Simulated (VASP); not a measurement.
# SnTe (I4/mmm) in VASP: single point with PBEsol

Aim: the single point of SnTe with PBEsol.

Program: VASP 6.6.1. These are calculated values, not measurements. Logs are shortened: lines on timing, memory, paths and dates and some standing lists are left out, and cuts for length are marked.

**1. The cell of the first run**

It takes space group I4/mmm (No. 139, tetragonal). Conventional cell: a = 4.536 Å, b = 4.536 Å, c = 6.284 Å, α = 90.00°, β = 90.00°, γ = 90.00°. Within 4.1 Å of Sn (site symmetry 4/mmm) lie 6 Te at 3.14 to 3.21 Å. Te (site symmetry 4/mmm) has 6 Sn at 3.14 to 3.21 Å within 4.1 Å.

**2. Single point, PBEsol (in-plane strain +0.02, then relaxed in part)**

File INCAR:

```
SYSTEM = SnTe
  ALGO = Normal
  EDIFF = 1E-6
  ENCUT = 520
  GGA = PS
  ISIF = 2
  ISMEAR = 0
  LASPH = .TRUE.
  LCHARG = .FALSE.
  LREAL = .FALSE.
  LWAVE = .FALSE.
  NBANDS = 17
  NELM = 80
  PREC = Accurate
  SIGMA = 0.01
```

File KPOINTS:

```
k-points
0
G
  10 10 10
  0 0 0
```

File POSCAR:

```
SnTe
1.0
    3.2071201086      3.2071201086      0.0000000000
   -3.2071201086      3.2071201086      0.0000000000
    0.0000000000      3.2071201086      3.1418744971
Sn Te
1 1
Direct
    0.0000000000      0.0000000000      0.0000000000
    0.5000000000      0.5000000000      0.0000000000
```

Potentials or basis: VASP PAW PBE potentials, release 64 (Sn_d, Te).

Launch:

```
$ cat potpaw_PBE.64/Sn_d/POTCAR potpaw_PBE.64/Te/POTCAR > POTCAR
$ mpirun -np 1 vasp_std > vasp.out
```

OUTCAR:

```text
SYSTEM = SnTe
   EDIFF = 1E-6
   ENCUT = 520
   GGA = PS
   ISIF = 2
   ISMEAR = 0
   LASPH = .TRUE.
   LREAL = .FALSE.
   NELM = 80
   PREC = Accurate

 ion  position               nearest neighbor table
   1  0.000  0.000  0.000-   2 3.14   2 3.14   2 3.21   2 3.21   2 3.21   2 3.21
   2  0.500  0.500  0.000-   1 3.14   1 3.14   1 3.21   1 3.21   1 3.21   1 3.21

  LATTYP: Found a body centered tetragonal cell.
 ALAT       =     4.5355527537
 C/A-ratio  =     1.3854428193

  Lattice vectors:

 A1 = (   3.2071201086,   0.0000000000,  -3.1418744971)
 A2 = (  -3.2071201086,   0.0000000000,  -3.1418744971)
 A3 = (   0.0000000000,   3.2071201086,   3.1418744971)

Analysis of symmetry for initial positions (statically):
=====================================================================
 Subroutine PRICEL returns:
 Original cell was already a primitive cell.

 Routine SETGRP: Setting up the symmetry group for a
 body centered tetragonal supercell.

 Subroutine GETGRP returns: Found 16 space group operations
 (whereof 16 operations were pure point group operations)
 out of a pool of 16 trial point group operations.

The static configuration has the point symmetry D_4h.

Analysis of symmetry for dynamics (positions and initial velocities):
=====================================================================
 Subroutine PRICEL returns:
 Original cell was already a primitive cell.

 Routine SETGRP: Setting up the symmetry group for a
 body centered tetragonal supercell.

 Subroutine GETGRP returns: Found 16 space group operations
 (whereof 16 operations were pure point group operations)
 out of a pool of 16 trial point group operations.

The dynamic configuration has the point symmetry D_4h.

 Subroutine INISYM returns: Found 16 space group operations
 (whereof 16 operations are pure point group operations),
 and found     1 'primitive' translations

----------------------------------------------------------------------------------------

                                     Primitive cell

  volume of cell :      64.6323

  direct lattice vectors                    reciprocal lattice vectors
     3.207120109  3.207120109  0.000000000     0.155903110  0.155903110 -0.159140666
    -3.207120109  3.207120109  0.000000000    -0.155903110  0.155903110 -0.159140666
     0.000000000  3.207120109  3.141874497     0.000000000  0.000000000  0.318281332

  length of vectors
     4.535552754  4.535552754  4.489654190     0.271914161  0.271914161  0.318281332

  position of ions in fractional coordinates (direct lattice)
     0.000000000  0.000000000  0.000000000
     0.500000000  0.500000000  0.000000000

  ion indices of the primitive-cell ions
   primitive index   ion index
                 1           1
                 2           2

----------------------------------------------------------------------------------------

 KPOINTS: k-points

Automatic generation of k-mesh.
 Grid dimensions read from file:
 generate k-points for:   10   10   10

 Generating k-lattice:

  Cartesian coordinates                     Fractional coordinates (reciprocal lattice)
     0.015590311  0.015590311 -0.015914067     0.100000000  0.000000000 -0.000000000
    -0.015590311  0.015590311 -0.015914067     0.000000000  0.100000000 -0.000000000
     0.000000000  0.000000000  0.031828133     0.000000000  0.000000000  0.100000000

  Length of vectors
     0.027191416  0.027191416  0.031828133

  Shift w.r.t. Gamma in fractional coordinates (k-lattice)
     0.000000000  0.000000000  0.000000000

 Subroutine IBZKPT returns following result:
 ===========================================

 Found    102 irreducible k-points:

 Following reciprocal coordinates:
            Coordinates               Weight
  0.000000  0.000000  0.000000      1.000000
  0.100000  0.000000  0.000000      8.000000
  0.200000  0.000000  0.000000      8.000000
  0.300000  0.000000  0.000000      8.000000
  0.400000  0.000000  0.000000      8.000000
  0.500000  0.000000 -0.000000      4.000000
[... 16 lines left out ...]
  0.300000  0.300000  0.000000      8.000000
  0.400000  0.300000  0.000000     16.000000
 [... further k-points ...]
   k-points           NKPTS =    102   k-points in BZ     NKDIM =    102   number of bands    NBANDS=     17
   number of dos      NEDOS =    301   number of ions     NIONS =      2
   total plane-waves  NPLWV =  46656
   dimension x,y,z NGX =    36 NGY =   36 NGZ =   36
   dimension x,y,z NGXF=    72 NGYF=   72 NGZF=   72
   ions per type =               1   1
   NGX,Y,Z   is equivalent  to a cutoff of  13.20, 13.20, 13.33 a.u.
   NGXF,Y,Z  is equivalent  to a cutoff of  26.39, 26.39, 26.66 a.u.
 SYSTEM =  SnTe
   PREC   = accura    normal or accurate (medium, high low for compatibility)
   ISTART =      0    job   : 0-new  1-cont  2-samecut
   ICHARG =      2    charge: 1-file 2-atom 10-const
   ISPIN  =      1    spin polarized calculation?
   LNONCOLLINEAR =      F non collinear calculations
   LSORBIT =      F    spin-orbit coupling
   LASPH  =      T    aspherical Exc in radial PAW
   ENCUT  =  520.0 eV  38.22 Ry    6.18 a.u.   8.43  8.43  8.35*2*pi/ulx,y,z
   NELM   =     80;   NELMIN=  2; NELMDL= -5     # of ELM steps
   EDIFF  = 0.1E-05   stopping-criterion for ELM
   LREAL  =      F    real-space projection
   EDIFFG = 0.1E-04   stopping-criterion for IOM
   NSW    =      0    number of steps for IOM
   IBRION =     -1    ionic relax: 0-MD 1-quasi-New 2-CG
   NFREE  =      0    steps in history (QN), initial steepest desc. (CG)
   ISIF   =      2    stress and relaxation
   ISYM   =      2    0-nonsym 1-usesym 2-fastsym
   POTIM  = 0.5000    time-step for ionic-motion
   TEBEG  =    0.0;   TEEND  =   0.0 temperature during run
   PSTRESS=    0.0 pullay stress
   NELECT =      20.0000    total number of electrons
   NUPDOWN=      -1.0000    fix difference up-down
   EMIN   =  10.00;   EMAX   =-10.00  energy-range for DOS
   EFERMI =   0.00;   METHOD = LEGACY
   ISMEAR =     0;   SIGMA  =   0.01  broadening in eV -4-tet -1-fermi 0-gaus
   EFERMI_NEDOS =   21; number of points for ismear=-14 and -15
   IALGO  =     38    algorithm
   IMIX   =      4    mixing-type and parameters
     AMIX     =   0.40;   BMIX     =  1.00
     AMIX_MAG =   1.60;   BMIX_MAG =  1.00
  volume/ion in A,a.u.               =      32.32       218.08
  Fermi-wavevector in a.u.,A,eV,Ry     =   1.107308  2.092509 16.682523  1.226131
  Thomas-Fermi vector in A             =   2.243820
   LORBIT       =      0    0 simple, 1 ext, 2 COOP (PROOUT), +10 PAW based schemes
   GGA     = PS    functional components
   LHFCALC =     F    Hartree Fock is set to
   AEXX    =    0.0000 exact exchange contribution
   IVDW    =     0    specifies the selected vdW correction
   LEPSILON=     F    determine dielectric tensor
   LRPA    =     F    only Hartree local field effects (RPA)
 non-spin polarized calculation
 Gauss-broadening in eV      SIGMA  =   0.01
  energy-cutoff  :      520.00
  volume of cell :       64.63
 maximum number of plane-waves:      1767
 NGX is ok and might be reduce to    36
   NGX = 17   NGY = 17   NGZ = 17

 number of electron      20.0000004 magnetization

 Free energy of the ion-electron system (eV)
  ---------------------------------------------------
  ext. energy  EPLUGINS =         0.00000000
  ---------------------------------------------------
  free energy    TOTEN  =        -8.31941746 eV

  energy without entropy =       -8.31941746  energy(sigma->0) =       -8.31941746

 E-fermi :   6.3954     XC(G=0):  -9.5089

 val. band max:        6.3605653134   @ k =   0.5000   0.0000  -0.0000
 cond. band min:       6.4302924565   @ k =   0.5000   0.0000  -0.0000
 fundamental gap:      0.0697271431
 Fermi energy:         6.3954098092

 k-point     1 :       0.0000    0.0000    0.0000
  band No.  band energies     occupation
      1     -15.3716      2.00000
      2     -15.3668      2.00000
      3     -15.3641      2.00000
      4     -15.3606      2.00000
      5     -15.3606      2.00000
      6      -6.1821      2.00000
[... 9 lines left out ...]
     16      11.2727      0.00000
     17      13.1161      0.00000

 k-point     2 :       0.1000    0.0000    0.0000
  band No.  band energies     occupation
      1     -15.3718      2.00000
      2     -15.3666      2.00000
      3     -15.3644      2.00000
      4     -15.3603      2.00000
      5     -15.3601      2.00000
      6      -6.1015      2.00000
[... 9 lines left out ...]
     16      11.4272      0.00000
     17      13.7101      0.00000

 k-point     3 :       0.2000    0.0000    0.0000
  band No.  band energies     occupation
      1     -15.3726      2.00000
      2     -15.3667      2.00000
      3     -15.3646      2.00000
      4     -15.3593      2.00000
      5     -15.3587      2.00000
      6      -5.8688      2.00000
[... 9 lines left out ...]
     16      11.9727      0.00000
     17      15.1137      0.00000

 k-point     4 :       0.3000    0.0000    0.0000
  band No.  band energies     occupation
      1     -15.3737      2.00000
      2     -15.3681      2.00000
      3     -15.3639      2.00000
      4     -15.3579      2.00000
      5     -15.3567      2.00000
      6      -5.5207      2.00000
[... 9 lines left out ...]
     16      12.8528      0.00000
     17      16.6761      0.00000
[... 343 lines left out ...]
      1     -15.3750      2.00000
      2     -15.3639      2.00000
      3     -15.3638      2.00000
      4     -15.3617      2.00000
      5     -15.3571      2.00000
      6      -5.7778      2.00000
[... 9 lines left out ...]
     16      13.1336      0.00000
     17      13.6602      0.00000

 k-point    23 :       0.3000    0.3000    0.0000
  band No.  band energies     occupation
      1     -15.3770      2.00000
      2     -15.3676      2.00000
      3     -15.3623      2.00000
      4     -15.3570      2.00000
      5     -15.3546      2.00000
      6      -4.8237      2.00000
[... 9 lines left out ...]
     16      13.5620      0.00000
     17      15.5967      0.00000

 k-point    24 :       0.4000    0.3000    0.0000
  band No.  band energies     occupation
      1     -15.3791      2.00000
      2     -15.3662      2.00000
      3     -15.3609      2.00000
      4     -15.3590      2.00000
      5     -15.3531      2.00000
      6      -4.7252      2.00000
[... 9 lines left out ...]
     16      14.5403      0.00000
     17      16.6449      0.00000

 [... further k-points ...]

------------------------ aborting loop because EDIFF is reached ----------------------------------------

  FORCE on cell =-STRESS in cart. coord.  units (eV):
  Direction    XX          YY          ZZ          XY          YZ          ZX
  --------------------------------------------------------------------------------------
  -------------------------------------------------------------------------------------
  Total       -0.9975696     -0.9975696     -0.0209200      0.0000000      0.0000000      0.0000000
  in kB      -24.7288826    -24.7288826     -0.5185891      0.0000000      0.0000000      0.0000000
  external PRESSURE =     -16.6587848 kB  Pullay stress =       0.0000000 kB

 VOLUME and BASIS-vectors are now :
 -----------------------------------------------------------------------------
  energy-cutoff  :      520.00
  volume of cell :       64.63
      direct lattice vectors                 reciprocal lattice vectors
     3.207120109  3.207120109  0.000000000     0.155903110  0.155903110 -0.159140666
    -3.207120109  3.207120109  0.000000000    -0.155903110  0.155903110 -0.159140666
     0.000000000  3.207120109  3.141874497     0.000000000  0.000000000  0.318281332

 POSITION                                       TOTAL-FORCE (eV/Angst)
 -----------------------------------------------------------------------------------
      0.00000      0.00000      0.00000         0.000000      0.000000      0.000000
      0.00000      3.20712      0.00000         0.000000     -0.000000      0.000000
 -----------------------------------------------------------------------------------
    total drift:                                0.000000      0.000000     -0.000000

  FREE ENERGIE OF THE ION-ELECTRON SYSTEM (eV)
  ---------------------------------------------------
  free  energy   TOTEN  =        -8.3194174569 eV

  energy  without entropy=       -8.3194174566  energy(sigma->0) =       -8.31941746
```

It took 45 s on 1 thread of Intel Xeon 6975P-C (Granite Rapids), shared host; peak memory 0.27 GiB.

What came out:

- Free energy: -8.3194 eV
- Pressure: -1.7 GPa
- Band gap on the k mesh: 0.07 eV

Caveat: the cell differs from its parent crystal (in-plane strain +0.02, then relaxed in part); the PAW data sets were made with another functional, which shifts forces and pressure a little; spin-orbit coupling is left out, which moves the levels of the heavy elements. A k mesh can miss the band edges.
